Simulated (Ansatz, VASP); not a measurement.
# Two plane-wave programs on Sn

Contents of INCAR:

```
PREC = Accurate ; ENCUT = 520
EDIFF = 1E-8 ; ISMEAR = -1
SIGMA = 0.08 ; LREAL = F
LASPH = T ; NELM = 60
ALGO = Normal ; ISIF = 2
LWAVE = F ; LCHARG = F
GGA = CA ; LEFG = T
NBANDS = 13
```

Contents of KPOINTS:

```
regular mesh
0
Gamma
  13 13 13
```

POSCAR

```
Sn
1.0
   -1.6741358017      1.9349155995      2.0865769280
    1.6741358017     -1.9349155995      2.0865769280
    1.6741358017      1.9349155995     -2.0865769280
Sn
1
Direct
    0.0000000000      0.0000000000      0.0000000000
```

Input for Ansatz:

```yaml
crystal:
  lattice:
    - [-1.6741358017, 1.9349155995, 2.086576928]
    - [1.6741358017, -1.9349155995, 2.086576928]
    - [1.6741358017, 1.9349155995, -2.086576928]
  atoms:
    - { symbol: Sn, position: [0.0, 0.0, 0.0] }
kpoints:
  mp_grid: { grid: [13, 13, 13] }
scf:
  occupations: { method: fermi_dirac, width: 0.08 }
hamiltonian:
  xc: lda
  pseudopotentials: { kind: paw }
output:
  forces: true
  stress: true
  eigenvalues: true
  efg: { contact_densities: true }
  write_density: true
  write_potential: true
  elf: true
  volumetric_format: npy
```

Change from the starting cell: volume scaled by 0.97, PAW files.

Alike in both runs: task electric field gradients; functional LDA; k mesh 13 × 13 × 13; occupations fermi-dirac, width 0.08 eV; no spin polarisation.

```csv
,VASP,Ansatz
version,VASP 6.6.1,Ansatz 0.2.0
potentials or method,"VASP PAW LDA potentials, release 64 (Sn_d)","PAW with Ansatz's default frozen-core files, scalar-relativistic"
plane-wave cutoff (eV),520,420
valence electrons in the cell,14,14
```

```csv
,VASP,Ansatz,Ansatz less VASP
pressure (GPa),-2.6,-2.6,+0.02
"traceless stress, the component that is largest in VASP (GPa)",-0.63,-0.62,+0.012
size of Vzz on the site where it differs most (V/Å²),11.7,12.3,+0.64
```

LDA's correlation is that of Perdew and Zunger in VASP and of Perdew and Wang (1992) in Ansatz.
